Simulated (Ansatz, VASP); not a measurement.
## One calculation of MnS, two programs

File INCAR:

```
ALGO     = Normal         # electronic algorithm
EDIFF    = 1E-6           # SCF threshold, eV
ENCUT    = 520            # plane-wave cutoff, eV
GGA      = PE             # functional
ISIF     = 2              # what is computed and relaxed
ISMEAR   = 0              # smearing method
ISPIN    = 2              # spin polarisation
LASPH    = True           # aspherical terms in the spheres
LCHARG   = False          # write CHGCAR
LMAXMIX  = 4              # l up to which the mixer works
LORBIT   = 11             # projections on sites
LREAL    = False          # projectors in reciprocal space
LWAVE    = False          # write WAVECAR
MAGMOM   = 4.56 0.14      # initial moments
NBANDS   = 20             # bands
NELM     = 150            # most SCF steps
PREC     = Accurate       # precision mode
SIGMA    = 0.1            # smearing width, eV
```

The input KPOINTS:

```
k-points
0
Gamma
  9 9 10
```

The input POSCAR:

```
MnS
1.0
    3.8926748900      0.0000000001      0.0000412192
   -1.9463374449      3.3711553435     -0.0000412192
    1.9463730038     -1.1237389777      3.3187953431
Mn S
1 1
Direct
   -0.0030184930      0.0030184930      0.0090471533
    0.7530184930      0.2469815070      0.7409528467
```

Input for Ansatz:

```yaml
crystal:
  lattice:
    - [3.89267489, 1.0e-10, 4.12192e-05]
    - [-1.9463374449, 3.3711553435, -4.12192e-05]
    - [1.9463730038, -1.1237389777, 3.3187953431]
  atoms:
    - { symbol: Mn, position: [-0.003018493, 0.003018493, 0.0090471533], spin: 4.56 }
    - { symbol: S, position: [0.753018493, 0.246981507, 0.7409528467], spin: 0.14 }
basis:
  ecutwfc: 420
kpoints:
  mp_grid: { grid: [9, 9, 10] }
hamiltonian:
  xc: pbe
scf:
  occupations: { method: gaussian, width: 0.1 }
output:
  forces: true
  stress: true
  eigenvalues: true
  populations: true
  write_density: true
  write_potential: true
  elf: true
  volumetric_format: npy
magnetization:
  spin_polarized: true
```

Change from the starting cell: band edges of the strained film's bulk.

Alike in both runs: task single point; functional PBE; k mesh 9 × 9 × 10; occupations gaussian, width 0.1 eV; collinear spin.

```csv
,VASP,Ansatz
version,VASP 6.6.1,Ansatz 0.2.0
potentials or method,"VASP PAW PBE potentials, release 64 (Mn_pv, S), cutoff 520 eV","scalar-relativistic, plane waves, PAW"
valence electrons in the cell,19,21
```

```csv
,VASP,Ansatz,Ansatz less VASP
gap on the k mesh at the Fermi level (eV),none,none,-
pressure (GPa),1.4,1.4,-0.04
"traceless stress, the component that is largest in VASP (GPa)",-1.35,-1.36,-0.013
net moment per atom (μB),2.45,2.45,0.000
size of the moment on the site where the two differ most (μB),4.32,4.14,-0.176
```

Site moments also hang on the region over which each program counts them. A gap of «none» marks a metal or a gap that the smearing closes. VASP's potentials hold 19 valence electrons a cell and Ansatz's 21, so a difference there can come from the potentials and not from the codes. Ansatz's warnings: near symmetry operations not taken.
